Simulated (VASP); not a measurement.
# Te (P3_121) in VASP: notebook, part 3 of 3

VASP 6.6.1.

## Step 6: Single point, r2SCAN+D3(BJ) (37.77 Å³/atom)

This run uses another cell than the first one, of 37.77 Å³/atom.

The input, POSCAR:

```
Te
1.0
    4.7071375770      0.0000000000      0.0000000000
   -2.3535687885      4.0765007208      0.0000000000
    0.0000000000      0.0000000000      5.9050641190
Te
3
Direct
    0.2472506206      0.0000000000      0.3333333333
    0.0000000000      0.2472506206      0.6666666667
    0.7527493794      0.7527493794      0.0000000000
```

The input, INCAR.step1:

```
ALGO = Normal
EDIFF = 1E-4
ENCUT = 520
GGA = PE
ISMEAR = 0
LASPH = T
LCHARG = F
LREAL = F
LWAVE = T
NBANDS = 16
NELM = 80
PREC = Accurate
SIGMA = 0.02
```

The input, INCAR.step2:

```
ALGO = Normal
EDIFF = 1E-6
ENCUT = 520
ISIF = 2
ISMEAR = 0
ISTART = 1
IVDW = 12
LASPH = T
LCHARG = F
LMIXTAU = T
LREAL = F
LWAVE = F
METAGGA = R2SCAN
NBANDS = 16
NELM = 80
PREC = Accurate
SIGMA = 0.02
VDW_A1 = 0.49484001
VDW_A2 = 5.73083694
VDW_S6 = 1.0
VDW_S8 = 0.78981345
```

The input, KPOINTS:

```
k-points
0
Gamma
  9 9 6
```

Potentials or basis: VASP PAW PBE potentials, release 64 (Te).

On the command line:

```
$ cat potpaw_PBE.64/Te/POTCAR > POTCAR
$ cp INCAR.step1 INCAR
$ mpirun -np 1 vasp_std > vasp.out
$ cp INCAR.step2 INCAR
$ mpirun -np 1 vasp_std > vasp.out
```

OUTCAR:

```text
EDIFF = 1E-6
   ENCUT = 520
   ISIF = 2
   ISMEAR = 0
   ISTART = 1
   IVDW = 12
   LASPH = T
   LREAL = F
   METAGGA = R2SCAN
   NELM = 80
   PREC = Accurate
 IVDW          = 12

 ion  position               nearest neighbor table
   1  0.247  0.000  0.333-   3 2.82   2 2.82
   2  0.000  0.247  0.667-   3 2.82   1 2.82
   3  0.753  0.753  0.000-   1 2.82   2 2.82

  LATTYP: Found a hexagonal cell.
 ALAT       =     4.7071375770
 C/A-ratio  =     1.2544915084

  Lattice vectors:

 A1 = (   4.7071375770,   0.0000000000,   0.0000000000)
 A2 = (  -2.3535687885,   4.0765007208,   0.0000000000)
 A3 = (   0.0000000000,   0.0000000000,   5.9050641190)

Analysis of symmetry for initial positions (statically):
=====================================================================
 Subroutine PRICEL returns:
 Original cell was already a primitive cell.

 Routine SETGRP: Setting up the symmetry group for a
 hexagonal supercell.

 Subroutine GETGRP returns: Found  6 space group operations
 (whereof  2 operations were pure point group operations)
 out of a pool of 24 trial point group operations.

The static configuration has the point symmetry C_2 .
 The point group associated with its full space group is D_3 .

Analysis of symmetry for dynamics (positions and initial velocities):
=====================================================================
 Subroutine PRICEL returns:
 Original cell was already a primitive cell.

 Routine SETGRP: Setting up the symmetry group for a
 hexagonal supercell.

 Subroutine GETGRP returns: Found  6 space group operations
 (whereof  2 operations were pure point group operations)
 out of a pool of 24 trial point group operations.

The dynamic configuration has the point symmetry C_2 .
 The point group associated with its full space group is D_3 .

 Subroutine INISYM returns: Found  6 space group operations
 (whereof  2 operations are pure point group operations),
 and found     1 'primitive' translations

----------------------------------------------------------------------------------------

                                     Primitive cell

  volume of cell :     113.3102

  direct lattice vectors                    reciprocal lattice vectors
     4.707137577  0.000000000  0.000000000     0.212443334  0.122654216  0.000000000
    -2.353568789  4.076500721  0.000000000     0.000000000  0.245308432  0.000000000
     0.000000000  0.000000000  5.905064119     0.000000000  0.000000000  0.169346171

  length of vectors
     4.707137577  4.707137577  5.905064119     0.245308432  0.245308432  0.169346171

  position of ions in fractional coordinates (direct lattice)
     0.247250621  0.000000000  0.333333333
     0.000000000  0.247250621  0.666666667
     0.752749379  0.752749379  0.000000000

  ion indices of the primitive-cell ions
   primitive index   ion index
                 1           1
                 2           2
                 3           3

----------------------------------------------------------------------------------------

 KPOINTS: k-points

Automatic generation of k-mesh.
 Grid dimensions read from file:
 generate k-points for:    9    9    6

 Generating k-lattice:

  Cartesian coordinates                     Fractional coordinates (reciprocal lattice)
     0.023604815  0.013628246  0.000000000     0.111111111 -0.000000000  0.000000000
     0.000000000  0.027256492  0.000000000     0.000000000  0.111111111  0.000000000
     0.000000000  0.000000000  0.028224362     0.000000000  0.000000000  0.166666667

  Length of vectors
     0.027256492  0.027256492  0.028224362

  Shift w.r.t. Gamma in fractional coordinates (k-lattice)
     0.000000000  0.000000000  0.000000000

 Subroutine IBZKPT returns following result:
 ===========================================

 Found     62 irreducible k-points:

 Following reciprocal coordinates:
            Coordinates               Weight
  0.000000  0.000000  0.000000      1.000000
  0.111111 -0.000000  0.000000      6.000000
  0.222222 -0.000000  0.000000      6.000000
  0.333333 -0.000000  0.000000      6.000000
  0.444444 -0.000000  0.000000      6.000000
  0.111111  0.111111  0.000000      6.000000
[... 16 lines left out ...]
  0.222222  0.111111  0.166667     12.000000
 -0.111111  0.333333  0.166667     12.000000
 [... further k-points ...]
   k-points           NKPTS =     62   k-points in BZ     NKDIM =     62   number of bands    NBANDS=     16
   number of dos      NEDOS =    301   number of ions     NIONS =      3
   total plane-waves  NPLWV =  62208
   dimension x,y,z NGX =    36 NGY =   36 NGZ =   48
   dimension x,y,z NGXF=    72 NGYF=   72 NGZF=   96
   ions per type =               3
   NGX,Y,Z   is equivalent  to a cutoff of  12.71, 12.71, 13.51 a.u.
   NGXF,Y,Z  is equivalent  to a cutoff of  25.43, 25.43, 27.03 a.u.
 SYSTEM =  unknown system
   PREC   = accura    normal or accurate (medium, high low for compatibility)
   ISTART =      1    job   : 0-new  1-cont  2-samecut
   ICHARG =      0    charge: 1-file 2-atom 10-const
   ISPIN  =      1    spin polarized calculation?
   LNONCOLLINEAR =      F non collinear calculations
   LSORBIT =      F    spin-orbit coupling
   LASPH  =      T    aspherical Exc in radial PAW
   ENCUT  =  520.0 eV  38.22 Ry    6.18 a.u.   8.75  8.75 10.98*2*pi/ulx,y,z
   NELM   =     80;   NELMIN=  2; NELMDL=  0     # of ELM steps
   EDIFF  = 0.1E-05   stopping-criterion for ELM
   LREAL  =      F    real-space projection
   EDIFFG = 0.1E-04   stopping-criterion for IOM
   NSW    =      0    number of steps for IOM
   IBRION =     -1    ionic relax: 0-MD 1-quasi-New 2-CG
   NFREE  =      0    steps in history (QN), initial steepest desc. (CG)
   ISIF   =      2    stress and relaxation
   ISYM   =      2    0-nonsym 1-usesym 2-fastsym
   POTIM  = 0.5000    time-step for ionic-motion
   TEBEG  =    0.0;   TEEND  =   0.0 temperature during run
   PSTRESS=    0.0 pullay stress
   NELECT =      18.0000    total number of electrons
   NUPDOWN=      -1.0000    fix difference up-down
   EMIN   =  10.00;   EMAX   =-10.00  energy-range for DOS
   EFERMI =   0.00;   METHOD = LEGACY
   ISMEAR =     0;   SIGMA  =   0.02  broadening in eV -4-tet -1-fermi 0-gaus
   EFERMI_NEDOS =   21; number of points for ismear=-14 and -15
   IALGO  =     38    algorithm
   IMIX   =      4    mixing-type and parameters
     AMIX     =   0.40;   BMIX     =  1.00
     AMIX_MAG =   1.60;   BMIX_MAG =  1.00
  volume/ion in A,a.u.               =      37.77       254.89
  Fermi-wavevector in a.u.,A,eV,Ry     =   0.886630  1.675489 10.695725  0.786114
  Thomas-Fermi vector in A             =   2.007822
   LORBIT       =      0    0 simple, 1 ext, 2 COOP (PROOUT), +10 PAW based schemes
   METAGGA = R2SCAN    functional components
   LHFCALC =     F    Hartree Fock is set to
   AEXX    =    0.0000 exact exchange contribution
   IVDW    =    12    specifies the selected vdW correction
   LEPSILON=     F    determine dielectric tensor
   LRPA    =     F    only Hartree local field effects (RPA)
 non-spin polarized calculation
 Gauss-broadening in eV      SIGMA  =   0.02
  energy-cutoff  :      520.00
  volume of cell :      113.31
 maximum number of plane-waves:      3074
 NGX is ok and might be reduce to    36
   NGX = 17   NGY = 17   NGZ = 21

 number of electron      17.9999999 magnetization

 Free energy of the ion-electron system (eV)
  ---------------------------------------------------
  ext. energy  EPLUGINS =         0.00000000
  ---------------------------------------------------
  free energy    TOTEN  =       -76.23947716 eV

  energy without entropy =      -76.23947716  energy(sigma->0) =      -76.23947716

 E-fermi :   4.5382     XC(G=0):  -8.9465

 val. band max:        4.4356636244   @ k =   0.4444   0.1111   0.5000
 cond. band min:       5.0748002443   @ k =   0.3333   0.3333   0.5000
 fundamental gap:      0.6391366200
 Fermi energy:         4.5382165437

 k-point     1 :       0.0000    0.0000    0.0000
  band No.  band energies     occupation
      1      -9.2262      2.00000
      2      -5.8732      2.00000
      3      -5.8732      2.00000
      4       1.3384      2.00000
      5       1.4609      2.00000
      6       1.4609      2.00000
[... 433 lines left out ...]
      3      -5.2789      2.00000
      4       0.0209      2.00000
      5       0.3647      2.00000
      6       1.3647      2.00000
[... 8 lines left out ...]
     15      11.9008      0.00000
     16      12.3565      0.00000

 [... further k-points ...]

------------------------ aborting loop because EDIFF is reached ----------------------------------------

 Edisp (eV)   -0.54624

 E8    (eV) :    -0.1977

  FORCE on cell =-STRESS in cart. coord.  units (eV):
  Direction    XX          YY          ZZ          XY          YZ          ZX
  --------------------------------------------------------------------------------------
  -------------------------------------------------------------------------------------
  Total      -0.79725    -0.79725    -0.86858     0.00000     0.00000    -0.00000
  in kB     -11.27294   -11.27294   -12.28147     0.00000     0.00000    -0.00000
  external pressure =      -11.61 kB  Pullay stress =        0.00 kB

 VOLUME and BASIS-vectors are now :
 -----------------------------------------------------------------------------
  energy-cutoff  :      520.00
  volume of cell :      113.31
      direct lattice vectors                 reciprocal lattice vectors
     4.707137577  0.000000000  0.000000000     0.212443334  0.122654216  0.000000000
    -2.353568789  4.076500721  0.000000000     0.000000000  0.245308432  0.000000000
     0.000000000  0.000000000  5.905064119     0.000000000  0.000000000  0.169346171

 POSITION                                       TOTAL-FORCE (eV/Angst)
 -----------------------------------------------------------------------------------
      1.16384      0.00000      1.96835         0.031400      0.000000      0.000000
     -0.58192      1.00792      3.93671        -0.015700      0.027193     -0.000000
      1.77165      3.06858      0.00000        -0.015700     -0.027193     -0.000000
 -----------------------------------------------------------------------------------
    total drift:                                0.000000      0.000000      0.000000

  FREE ENERGIE OF THE ION-ELECTRON SYSTEM (eV)
  ---------------------------------------------------
  free  energy   TOTEN  =       -76.7857166872 eV

  energy  without entropy=      -76.7857166872  energy(sigma->0) =      -76.78571669
```

Run time: 2.9 min. Hardware: 1 thread of Intel Xeon 6975P-C (Granite Rapids), shared host; peak memory 0.3 GiB.

What came out:

```
Free energy                : -76.7857 eV
Pressure                   : -1.2 GPa
Largest force              : 0.031 eV/Å
Band gap on the k mesh     : 0.64 eV (least direct gap 0.66 eV)
Dispersion energy per atom : -0.182 eV
```

Forces on the atoms (eV/Å):
```
Te   0.031  0.000  0.000
Te  -0.016  0.027  0.000
Te  -0.016 -0.027  0.000
```

Stress tensor (GPa, compression positive):
```
-1.13  0.00  0.00
 0.00 -1.13  0.00
 0.00  0.00 -1.23
```

Caveat: the PAW data sets were made with another functional, which shifts forces and pressure a little; spin-orbit coupling is left out, which moves the levels of the heavy elements. A k mesh can miss the band edges.

## Step 7: The runs side by side

| cell | gap on the mesh (eV) | pressure (GPa) | largest force (eV/Å) |
| --- | --- | --- | --- |
| a = 4.409, b = 4.409, c = 5.936 Å, angles 90.0, 90.0, 120.0°, 3 atoms, atomic positions A | 0.27 | 0.7 | 0.02 |
| a = 4.478, b = 4.478, c = 5.930 Å, angles 90.0, 90.0, 120.0°, 3 atoms, atomic positions B | 0.36 | 0.0 | 0.03 |
| a = 4.546, b = 4.546, c = 5.927 Å, angles 90.0, 90.0, 120.0°, 3 atoms, atomic positions C | 0.44 | -0.4 | 0.03 |
| a = 4.616, b = 4.616, c = 5.916 Å, angles 90.0, 90.0, 120.0°, 3 atoms, atomic positions D | 0.54 | -0.8 | 0.03 |
| a = 4.707, b = 4.707, c = 5.905 Å, angles 90.0, 90.0, 120.0°, 3 atoms, atomic positions E | 0.64 | -1.2 | 0.03 |

Alike in all rows: task single point; level r2SCAN+D3(BJ); potentials or basis VASP PAW PBE potentials, release 64 (Te); no spin polarisation; k mesh 9 × 9 × 6; cutoff (eV) 520; smearing gaussian 0.02 eV.

Caveats: the PAW data sets were made with another functional, which shifts forces and pressure a little; spin-orbit coupling is left out, which moves the levels of the heavy elements.

Total energies depend on the potentials used, so only differences within one code and one set of settings carry meaning.
